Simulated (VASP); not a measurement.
BAs, 2 atoms in the cell. Symmetry: I-4m2, No. 119, tetragonal system. Conventional cell: a = 3.378 Å, b = 3.378 Å, c = 4.586 Å, α = 90.00°, β = 90.00°, γ = 90.00°. B (site symmetry -4m2) has 4 As at 2.04 Å within 2.7 Å. Within 2.7 Å of As (site symmetry -4m2) lie 4 B at 2.04 Å.  This cell differs from its parent crystal: strain +0.000 along x and y, -0.040 along z.

| Item | Value |
| --- | --- |
| Program | VASP 6.6.1 |
| Task | single point |
| Functional | LDA |
| Potentials or basis | VASP PAW LDA potentials, release 64 (B, As) |
| Cutoff | 520 eV |
| k mesh | 10 × 10 × 10 |
| Occupations | gaussian, width 0.05 eV |
| Spin | no spin polarisation |
| Dipole correction | no |
| Further INCAR settings | ALGO = Normal; EDIFF = 1e-06; NBANDS = 11 |

Potentials or basis: VASP PAW LDA potentials, release 64 (B, As).

Run with:

```bash
$ cat potpaw_LDA.64/B/POTCAR potpaw_LDA.64/As/POTCAR > POTCAR
$ mpirun -np 1 vasp_std > vasp.out
```

Hardware: 1 thread of Intel(R) Xeon(R) Platinum 8259CL CPU @ 2.50GHz (Skylake/Cascade Lake), on a shared host.

How long does it take, and how much memory?

Run time: 27 s on 1 thread of Intel(R) Xeon(R) Platinum 8259CL CPU @ 2.50GHz (Skylake/Cascade Lake) (shared host), peak memory 0.16 GiB. Counts: scf iterations 12, k points 102.
